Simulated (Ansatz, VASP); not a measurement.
Two plane-wave programs on W

File INCAR:

```
SYSTEM = W
  PREC = Accurate
  ENCUT = 600
  EDIFF = 1E-7
  ISMEAR = 0
  SIGMA = 0.1
  LREAL = .False.
  LASPH = .True.
  NELM = 80
  ALGO = Fast
  ISIF = 3
  LWAVE = .False.
  LCHARG = .False.
  GGA = PS
  IBRION = 2
  NSW = 100
  EDIFFG = -0.01
```

KPOINTS

```
regular mesh
0
Gamma
  12 12 18
  0 0 0
```

File POSCAR:

```
W
1.0
    4.6549256644      0.0000000000      0.0000000000
   -2.3274628322      4.0312838781      0.0000000000
    0.0000000000      0.0000000000      2.5651912417
W
3
Direct
    0.0000000000      0.0000000000      0.0000000000
    0.3333333333      0.6666666667      0.5000000000
    0.6666666667      0.3333333333      0.5000000000
```

Input for Ansatz:

```yaml
crystal:
  lattice:
    - [4.6549256644, 0.0, 0.0]
    - [-2.3274628322, 4.0312838781, 0.0]
    - [0.0, 0.0, 2.5651912417]
  atoms:
    - { symbol: W, position: [0.0, 0.0, 0.0] }
    - { symbol: W, position: [0.3333333333, 0.6666666667, 0.5] }
    - { symbol: W, position: [0.6666666667, 0.3333333333, 0.5] }
basis:
  ecutwfc: 420
kpoints:
  mp_grid: { grid: [12, 12, 18] }
hamiltonian:
  xc: pbesol
scf:
  occupations: { method: gaussian, width: 0.1 }
output:
  forces: true
  stress: true
  eigenvalues: true
relax:
  adjacent_minimum: "off"
  f_tol: 0.01
  max_steps: 80
  cell: { stress_tol: 0.05 }
```

Alike in both runs: task relaxation of cell and atoms; functional PBEsol; k mesh 12 × 12 × 18; occupations gaussian, width 0.1 eV; no spin polarisation.

|  | VASP | Ansatz |
| --- | --- | --- |
| version | VASP 6.6.1 | Ansatz 0.2.0 |
| potentials or method | VASP PAW PBE potentials, release 64 (W_sv), cutoff 600 eV | scalar-relativistic, plane waves, PAW |
| valence electrons in the cell | 42 | 42 |

```csv
,VASP,Ansatz,Ansatz less VASP
"gap on the k mesh at the Fermi level, each at its own relaxed structure (eV)",none,none,-
relaxed volume (Å³/atom),16.11,16.06,-0.041
relaxed length of the cell vector where the two differ most in proportion (Å),2.582,2.578,-0.0041
```

VASP's potentials were made for PBE, not for PBEsol. A gap of «none» marks a metal or a gap that the smearing closes.

Neither program's run includes spin-orbit coupling.
